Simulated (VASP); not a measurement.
# VH (Fm-3m) in VASP: single point with LDA

Aim: the single point of VH with LDA.

All numbers are computed with VASP 6.6.1; they aren't measurements. Logs are shortened: lines on timing, memory, paths and dates and some standing lists are left out, and cuts for length are marked.

**1. The cell of the first run**

Symmetry: Fm-3m, No. 225, cubic system. The conventional cell has a = 3.867 Å, b = 3.867 Å, c = 3.867 Å, α = 90.00°, β = 90.00°, γ = 90.00°. V (site symmetry m-3m) has 6 H at 1.93 Å within 2.6 Å. Within 2.6 Å of H (site symmetry m-3m) lie 6 V at 1.93 Å.

**2. Single point, LDA, collinear spin, ferromagnetic start**

INCAR

```
SYSTEM = VH
  ALGO = Normal
  EDIFF = 1E-6
  ENCUT = 520
  GGA = CA
  ISIF = 2
  ISMEAR = -1
  ISPIN = 2
  LASPH = .TRUE.
  LCHARG = .TRUE.
  LELF = .TRUE.
  LMAXMIX = 4
  LORBIT = 11
  LREAL = .FALSE.
  LVHAR = .TRUE.
  LWAVE = .FALSE.
  MAGMOM = 1.5 0
  NBANDS = 18
  NELM = 150
  PREC = Accurate
  SIGMA = 0.02
```

KPOINTS

```
k-points
0
G
  18 18 18
  0 0 0
```

POSCAR

```
VH
1.0
    0.0000000000      1.9336486048      1.9336486048
    1.9336486048      0.0000000000      1.9336486048
    1.9336486048      1.9336486048      0.0000000000
V H
1 1
Direct
    0.0000000000      0.0000000000      0.0000000000
    0.5000000000      0.5000000000      0.5000000000
```

Potentials or basis: VASP PAW LDA potentials, release 64 (V_sv, H).

On the command line:

```console
cat potpaw_LDA.64/V_sv/POTCAR potpaw_LDA.64/H/POTCAR > POTCAR
mpirun -np 1 vasp_std > vasp.out
```

OUTCAR:

```text
SYSTEM = VH
   EDIFF = 1E-6
   ENCUT = 520
   GGA = CA
   ISIF = 2
   ISMEAR = -1
   ISPIN = 2
   LASPH = .TRUE.
   LORBIT = 11
   LREAL = .FALSE.
   NELM = 150
   PREC = Accurate

 ion  position               nearest neighbor table
   1  0.000  0.000  0.000-
   2  0.500  0.500  0.500-

  LATTYP: Found a face centered cubic cell.
 ALAT       =     3.8672972096

  Lattice vectors:

 A1 = (   0.0000000000,   1.9336486048,   1.9336486048)
 A2 = (   1.9336486048,   0.0000000000,   1.9336486048)
 A3 = (   1.9336486048,   1.9336486048,   0.0000000000)

Analysis of symmetry for initial positions (statically):
=====================================================================
 Subroutine PRICEL returns:
 Original cell was already a primitive cell.

 Routine SETGRP: Setting up the symmetry group for a
 face centered cubic supercell.

 Subroutine GETGRP returns: Found 48 space group operations
 (whereof 48 operations were pure point group operations)
 out of a pool of 48 trial point group operations.

The static configuration has the point symmetry O_h .

Analysis of symmetry for dynamics (positions and initial velocities):
=====================================================================
 Subroutine PRICEL returns:
 Original cell was already a primitive cell.

 Routine SETGRP: Setting up the symmetry group for a
 face centered cubic supercell.

 Subroutine GETGRP returns: Found 48 space group operations
 (whereof 48 operations were pure point group operations)
 out of a pool of 48 trial point group operations.

The dynamic configuration has the point symmetry O_h .

Analysis of structural, dynamic, and magnetic symmetry:
=====================================================================
 Subroutine PRICEL returns:
 Original cell was already a primitive cell.

 Routine SETGRP: Setting up the symmetry group for a
 face centered cubic supercell.

 Subroutine GETGRP returns: Found 48 space group operations
 (whereof 48 operations were pure point group operations)
 out of a pool of 48 trial point group operations.

The overall configuration has the point symmetry O_h .

 Subroutine INISYM returns: Found 48 space group operations
 (whereof 48 operations are pure point group operations),
 and found     1 'primitive' translations

----------------------------------------------------------------------------------------

                                     Primitive cell

  volume of cell :      14.4598

  direct lattice vectors                    reciprocal lattice vectors
     0.000000000  1.933648605  1.933648605    -0.258578523  0.258578523  0.258578523
     1.933648605  0.000000000  1.933648605     0.258578523 -0.258578523  0.258578523
     1.933648605  1.933648605  0.000000000     0.258578523  0.258578523 -0.258578523

  length of vectors
     2.734592082  2.734592082  2.734592082     0.447871139  0.447871139  0.447871139

  position of ions in fractional coordinates (direct lattice)
     0.000000000  0.000000000  0.000000000
     0.500000000  0.500000000  0.500000000

  ion indices of the primitive-cell ions
   primitive index   ion index
                 1           1
                 2           2

----------------------------------------------------------------------------------------

 KPOINTS: k-points

Automatic generation of k-mesh.
 Grid dimensions read from file:
 generate k-points for:   18   18   18

 Generating k-lattice:

  Cartesian coordinates                     Fractional coordinates (reciprocal lattice)
    -0.014365473  0.014365473  0.014365473     0.055555556  0.000000000  0.000000000
     0.014365473 -0.014365473  0.014365473     0.000000000  0.055555556  0.000000000
     0.014365473  0.014365473 -0.014365473     0.000000000  0.000000000  0.055555556

  Length of vectors
     0.024881730  0.024881730  0.024881730

  Shift w.r.t. Gamma in fractional coordinates (k-lattice)
     0.000000000  0.000000000  0.000000000

 Subroutine IBZKPT returns following result:
 ===========================================

 Found    195 irreducible k-points:

 Following reciprocal coordinates:
            Coordinates               Weight
  0.000000  0.000000  0.000000      1.000000
  0.055556  0.000000  0.000000      8.000000
  0.111111  0.000000  0.000000      8.000000
  0.166667  0.000000  0.000000      8.000000
  0.222222  0.000000  0.000000      8.000000
  0.277778  0.000000  0.000000      8.000000
[... 16 lines left out ...]
 -0.277778  0.055556  0.000000     24.000000
 -0.222222  0.055556  0.000000     24.000000
 [... further k-points ...]
   k-points           NKPTS =    195   k-points in BZ     NKDIM =    195   number of bands    NBANDS=     18
   number of dos      NEDOS =    301   number of ions     NIONS =      2
   total plane-waves  NPLWV =   8000
   dimension x,y,z NGX =    20 NGY =   20 NGZ =   20
   dimension x,y,z NGXF=    40 NGYF=   40 NGZF=   40
   ions per type =               1   1
   NGX,Y,Z   is equivalent  to a cutoff of  12.16, 12.16, 12.16 a.u.
   NGXF,Y,Z  is equivalent  to a cutoff of  24.32, 24.32, 24.32 a.u.
 SYSTEM =  VH
   PREC   = accura    normal or accurate (medium, high low for compatibility)
   ISTART =      0    job   : 0-new  1-cont  2-samecut
   ICHARG =      2    charge: 1-file 2-atom 10-const
   ISPIN  =      2    spin polarized calculation?
   LNONCOLLINEAR =      F non collinear calculations
   LSORBIT =      F    spin-orbit coupling
   LASPH  =      T    aspherical Exc in radial PAW
   ENCUT  =  520.0 eV  38.22 Ry    6.18 a.u.   5.08  5.08  5.08*2*pi/ulx,y,z
   NELM   =    150;   NELMIN=  2; NELMDL= -5     # of ELM steps
   EDIFF  = 0.1E-05   stopping-criterion for ELM
   LREAL  =      F    real-space projection
   EDIFFG = 0.1E-04   stopping-criterion for IOM
   NSW    =      0    number of steps for IOM
   IBRION =     -1    ionic relax: 0-MD 1-quasi-New 2-CG
   NFREE  =      0    steps in history (QN), initial steepest desc. (CG)
   ISIF   =      2    stress and relaxation
   ISYM   =      2    0-nonsym 1-usesym 2-fastsym
   POTIM  = 0.5000    time-step for ionic-motion
   TEBEG  =    0.0;   TEEND  =   0.0 temperature during run
   PSTRESS=    0.0 pullay stress
   NELECT =      14.0000    total number of electrons
   NUPDOWN=      -1.0000    fix difference up-down
   EMIN   =  10.00;   EMAX   =-10.00  energy-range for DOS
   EFERMI =   0.00;   METHOD = LEGACY
   ISMEAR =    -1;   SIGMA  =   0.02  broadening in eV -4-tet -1-fermi 0-gaus
   EFERMI_NEDOS =   21; number of points for ismear=-14 and -15
   IALGO  =     38    algorithm
   IMIX   =      4    mixing-type and parameters
     AMIX     =   0.40;   BMIX     =  1.00
     AMIX_MAG =   1.60;   BMIX_MAG =  1.00
  volume/ion in A,a.u.               =       7.23        48.79
  Fermi-wavevector in a.u.,A,eV,Ry     =   1.619558  3.060522 35.687667  2.622970
  Thomas-Fermi vector in A             =   2.713640
   LORBIT       =     11    0 simple, 1 ext, 2 COOP (PROOUT), +10 PAW based schemes
   GGA     = CA    functional components
   LHFCALC =     F    Hartree Fock is set to
   AEXX    =    0.0000 exact exchange contribution
   IVDW    =     0    specifies the selected vdW correction
   LEPSILON=     F    determine dielectric tensor
   LRPA    =     F    only Hartree local field effects (RPA)
 spin polarized calculation
  energy-cutoff  :      520.00
  volume of cell :       14.46
 maximum number of plane-waves:       397
   NGX = 11   NGY = 11   NGZ = 11

 number of electron      13.9999993 magnetization      -0.0004628

 number of electron      13.9999993 magnetization       0.0000064

 Free energy of the ion-electron system (eV)
  ---------------------------------------------------
  ext. energy  EPLUGINS =         0.00000000
  ---------------------------------------------------
  free energy    TOTEN  =       -13.92682429 eV

  energy without entropy =      -13.92496182  energy(sigma->0) =      -13.92589306

 E-fermi :  10.2880     XC(G=0): -13.5200

 val. band max:       10.2676923929   @ k =   0.5000   0.1667   0.0556
 cond. band min:      10.2889907668   @ k =  -0.2778   0.1111   0.0000
 fundamental gap:      0.0212983738
 Fermi energy:        10.2880481314

 spin component 1

 k-point     1 :       0.0000    0.0000    0.0000
  band No.  band energies     occupation
      1     -53.0431      1.00000
      2     -26.8840      1.00000
      3     -26.8840      1.00000
      4     -26.8840      1.00000
      5      -0.3793      1.00000
      6      10.1910      0.99226
[... 10 lines left out ...]
     17      36.7213      0.00000
     18      36.7213      0.00000

 k-point     2 :       0.0556    0.0000    0.0000
  band No.  band energies     occupation
      1     -53.0384      1.00000
      2     -26.9096      1.00000
      3     -26.8870      1.00000
      4     -26.8870      1.00000
      5      -0.2764      1.00000
      6      10.1226      0.99975
[... 10 lines left out ...]
     17      36.6735      0.00000
     18      36.7946      0.00000
[... 442 lines left out ...]
 k-point    24 :      -0.2222    0.0556    0.0000
  band No.  band energies     occupation
      1     -52.9663      1.00000
      2     -27.2781      1.00000
      3     -26.9562      1.00000
      4     -26.9216      1.00000
      5       1.4661      1.00000
      6       9.0346      1.00000
[... 10 lines left out ...]
     17      36.0578      0.00000
     18      40.9391      0.00000

 [... further k-points ...]

 spin component 2

 k-point     1 :       0.0000    0.0000    0.0000
  band No.  band energies     occupation
      1     -53.0431      1.00000
      2     -26.8840      1.00000
      3     -26.8840      1.00000
      4     -26.8840      1.00000
      5      -0.3792      1.00000
      6      10.1909      0.99228
[... 10 lines left out ...]
     17      36.7214      0.00000
     18      36.7214      0.00000

 k-point     2 :       0.0556    0.0000    0.0000
  band No.  band energies     occupation
      1     -53.0384      1.00000
      2     -26.9096      1.00000
      3     -26.8870      1.00000
      4     -26.8870      1.00000
      5      -0.2763      1.00000
      6      10.1225      0.99975
[... 10 lines left out ...]
     17      36.6736      0.00000
     18      36.7947      0.00000
[... 442 lines left out ...]
 k-point    24 :      -0.2222    0.0556    0.0000
  band No.  band energies     occupation
      1     -52.9663      1.00000
      2     -27.2781      1.00000
      3     -26.9562      1.00000
      4     -26.9216      1.00000
      5       1.4661      1.00000
      6       9.0346      1.00000
[... 10 lines left out ...]
     17      36.0579      0.00000
     18      40.8285      0.00000

 [... further k-points ...]
[... 5 lines left out ...]
  --------------------------------------------------------------------------------------
  -------------------------------------------------------------------------------------
  Total        0.0352735      0.0352735      0.0352735      0.0000000      0.0000000     -0.0000000
  in kB        3.9083809      3.9083809      3.9083809      0.0000000      0.0000000     -0.0000000
  external PRESSURE =       3.9083809 kB  Pullay stress =       0.0000000 kB

 VOLUME and BASIS-vectors are now :
 -----------------------------------------------------------------------------
  energy-cutoff  :      520.00
  volume of cell :       14.46
      direct lattice vectors                 reciprocal lattice vectors
     0.000000000  1.933648605  1.933648605    -0.258578523  0.258578523  0.258578523
     1.933648605  0.000000000  1.933648605     0.258578523 -0.258578523  0.258578523
     1.933648605  1.933648605  0.000000000     0.258578523  0.258578523 -0.258578523

 POSITION                                       TOTAL-FORCE (eV/Angst)
 -----------------------------------------------------------------------------------
      0.00000      0.00000      0.00000         0.000000      0.000000      0.000000
      1.93365      1.93365      1.93365         0.000000      0.000000      0.000000
 -----------------------------------------------------------------------------------
    total drift:                                0.000000     -0.000000     -0.000000

  FREE ENERGIE OF THE ION-ELECTRON SYSTEM (eV)
  ---------------------------------------------------
  free  energy   TOTEN  =       -13.9268242874 eV

  energy  without entropy=      -13.9249618248  energy(sigma->0) =      -13.92589306

 total charge

# of ion       s       p       d       tot
------------------------------------------
    1        2.286   6.257   3.217  11.760
    2        0.543   0.034   0.000   0.577
--------------------------------------------------
tot          2.829   6.291   3.217  12.337

 magnetization (x)

# of ion       s       p       d       tot
------------------------------------------
    1        0.000   0.000  -0.000  -0.000
    2       -0.000   0.000   0.000  -0.000
--------------------------------------------------
tot         -0.000   0.000  -0.000  -0.000
```

Run time: 28 s. Hardware: 1 thread of Intel Xeon 6975P-C (Granite Rapids), shared host; peak memory 0.18 GiB.

What came out:

- Free energy: -13.9268 eV
- Pressure: 0.4 GPa
- Band gap on the k mesh: zero (filled and empty bands overlap)
- Net moment: 0.00 μB per cell
- Valence electrons inside the program's atomic spheres: V 11.76; H 0.58
